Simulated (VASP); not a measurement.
Crystal: TiTe2.

```xyz
3
Lattice="3.7770 0.0000 0.0000 -1.8885 3.2710 0.0000 0.0000 0.0000 6.4980" Properties=species:S:1:pos:R:3 pbc="T T T"
Te    0.0000    2.1807    4.7903
Te    1.8885    1.0903    1.7077
Ti    0.0000    0.0000    0.0000
```

- Program: VASP 6.6.1
- Task: relaxation of cell and atoms
- Functional: RPBE
- Potentials or basis: VASP PAW PBE potentials, release 64 (Te, Ti_sv)
- Cutoff: 600 eV
- k mesh: 8 × 8 × 4
- Occupations: fermi-dirac, width 0.05 eV
- Spin: no spin polarisation

At the start: pressure 2.8 GPa; volume 26.76 Å³/atom.

**Question.** Where does the relaxation end?

**Answer.** Over 39 steps the energy falls by 45.1 meV/atom and the volume is 36.23 Å³/atom (+35.4 %); space group P-3m1 (No. 164, to 0.1 Å) before and after.

Step by step:
```tsv
step	energy change (eV)	largest force (eV/Å)	pressure (GPa)	volume (Å³)
1	0.0000	0.0984	2.79	80.28
2	-0.0199	0.4964	-1.31	85.82
3	-0.0296	0.2887	0.07	83.73
4	-0.0367	0.2444	0.06	84.30
5	-0.0521	0.1180	0.06	86.04
6	-0.0596	0.1250	0.22	89.60
7	-0.0652	0.0791	0.00	90.54
8	-0.0780	0.0466	-0.55	93.37
9	-0.0916	0.2711	-1.48	99.04
10	-0.0961	0.2661	-1.41	99.35
11	-0.1080	0.2476	-1.19	100.27
12	-0.1244	0.1933	-0.69	102.00
13	-0.1242	0.0299	0.57	105.08
14	-0.1310	0.1032	-0.09	103.38
15	-0.1316	0.0723	0.00	103.23
16	-0.1321	0.0148	0.20	102.95
17	-0.1325	0.0206	0.12	103.18
18	-0.1327	0.0321	-0.02	103.63
19	-0.1327	0.0308	-0.01	103.58
20	-0.1327	0.0240	0.02	103.60
21	-0.1328	0.0083	0.07	103.65
22	-0.1328	0.0233	0.16	103.77
23	-0.1329	0.0051	0.10	103.70
24	-0.1329	0.0047	0.11	103.74
25	-0.1330	0.0037	0.08	103.87
26	-0.1331	0.0012	0.05	104.12
27	-0.1333	0.0037	-0.01	104.63
28	-0.1333	0.0128	-0.14	105.64
29	-0.1334	0.0082	-0.08	105.15
30	-0.1335	0.0055	-0.07	105.27
31	-0.1339	0.0035	-0.03	105.62
32	-0.1345	0.0224	0.04	106.33
33	-0.1347	0.0631	0.19	107.74
34	-0.1349	0.0546	0.16	108.02
35	-0.1351	0.0303	0.06	108.84
36	-0.1352	0.0186	0.01	109.23
37	-0.1352	0.0170	0.01	109.18
38	-0.1352	0.0118	0.00	109.01
39	-0.1353	0.0017	-0.02	108.68
```

Final structure:
```cif
data_structure
_symmetry_space_group_name_H-M 'P 1'
_symmetry_Int_Tables_number 1
_cell_length_a 3.8127
_cell_length_b 3.8127
_cell_length_c 8.6328
_cell_angle_alpha 90.000
_cell_angle_beta 90.000
_cell_angle_gamma 120.000
_cell_volume 108.68
loop_
_atom_site_label
_atom_site_type_symbol
_atom_site_fract_x
_atom_site_fract_y
_atom_site_fract_z
_atom_site_occupancy
Te1 Te 0.33333 0.66667 0.79849 1
Te2 Te 0.66667 0.33333 0.20151 1
Ti1 Ti 0.00000 0.00000 0.00000 1
```

Caveat: the volume moved by over 15 % at a fixed basis, so the end points are rough; the PAW data sets were made with another functional, which shifts forces and pressure a little; this functional lacks dispersion, which binds layers or chains, so the pressure and a relaxed spacing across them are unreliable.
